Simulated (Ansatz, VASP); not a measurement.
LiF in VASP and in Ansatz

```
Li F
1.0
     3.04641    0.00000    0.00000
    -1.52321    2.63827    0.00000
     0.00000    0.00000    4.60923
Li F
2 2
Direct
  0.33333 0.66667 0.42141
  0.66667 0.33333 0.92141
  0.33333 0.66667 0.99102
  0.66667 0.33333 0.49102
```

Alike in both runs: task single point; functional LDA; k mesh 9 × 9 × 6; occupations gaussian, width 0.05 eV; no spin polarisation.

```csv
,VASP,Ansatz
version,VASP 6.6.1,Ansatz 0.2.0
potentials or method,"VASP PAW LDA potentials, release 64 (Li_sv, F), cutoff 520 eV","scalar-relativistic, plane waves, PAW"
valence electrons in the cell,20,20
```

```tsv
	VASP	Ansatz	Ansatz less VASP
gap on the k mesh at the Fermi level (eV)	7.63	7.65	+0.016
least direct gap on the mesh (eV)	7.63	7.65	+0.016
rms of the force components (eV/Å)	0.155	0.155	0.0000
```

LDA's correlation is that of Perdew and Zunger in VASP and of Perdew and Wang (1992) in Ansatz. Atom by atom the forces differ by 0.000 eV/Å (rms over components).

Noted on VASP's run: the cutoff is short for stress, so the pressure is rough.
